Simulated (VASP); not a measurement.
A run of VASP 6.6.1 is set up as follows.

File INCAR:

```
  ALGO = Normal
  EDIFF = 1E-6
  ENCUT = 520
  GGA = PE
  ISIF = 2
  ISMEAR = 0
  LASPH = True
  LCHARG = True
  LELF = True
  LREAL = Auto
  LVHAR = True
  LWAVE = False
  NBANDS = 42
  NELECT = 56.0
  NELM = 100
  PREC = Accurate
  SIGMA = 0.05
```

Contents of KPOINTS:

```
k-points
0
Gamma
  4 4 4
```

The input POSCAR:

```
Al8N7
1.0
    0.0000000000      4.0705261175     -4.0705261175
    4.0705261175      4.0705261175      0.0000000000
    4.0705261175      0.0000000000     -4.0705261175
Al N
8 7
Direct
    0.2500000000      0.7500000000      0.2500000000
    0.2500000000      0.2500000000      0.2500000000
    0.7500000000      0.7500000000      0.2500000000
    0.7500000000      0.2500000000      0.2500000000
    0.2500000000      0.7500000000      0.7500000000
    0.2500000000      0.2500000000      0.7500000000
    0.7500000000      0.7500000000      0.7500000000
    0.7500000000      0.2500000000      0.7500000000
    0.5307085611     -0.0307085611      0.0307085611
    1.0000000000      0.5000000000      0.0000000000
    1.0000000000      0.0000000000      0.0000000000
    0.5000000000      0.5000000000      0.5000000000
    0.5000000000      0.0000000000      0.5000000000
    1.0000000000      0.5000000000      0.5000000000
    1.0000000000      0.0000000000      0.5000000000
```

Potentials or basis: VASP PAW PBE potentials, release 64 (Al, N).

The run is started by

```console
$ cat potpaw_PBE.64/Al/POTCAR potpaw_PBE.64/N/POTCAR > POTCAR
$ mpirun -np 1 vasp_std > vasp.out
```

Q: Predict the largest force.

A: 4.667 eV/Å.

Forces on the atoms (eV/Å):
```
Al   2.513 -0.015 -0.146
Al   0.015 -2.513 -0.146
Al   0.000  0.000 -2.227
Al   0.000  0.000 -2.542
Al   0.000  0.000  2.528
Al   0.000  0.000  0.147
Al  -0.015  2.513 -0.146
Al  -2.513  0.015 -0.146
N    0.000  0.000  4.667
N   -0.630  0.014 -0.512
N   -0.014  0.630 -0.512
N    0.014 -0.630 -0.512
N    0.630 -0.014 -0.512
N    0.000  0.000  0.004
N    0.000  0.000  0.054
```

Caveat: the cell carries a net charge on a neutralising background, which shifts energy and pressure; the cell differs from its parent crystal (atom 9 moved 0.000 of the way to it and -0.250 Å across, host rigid).
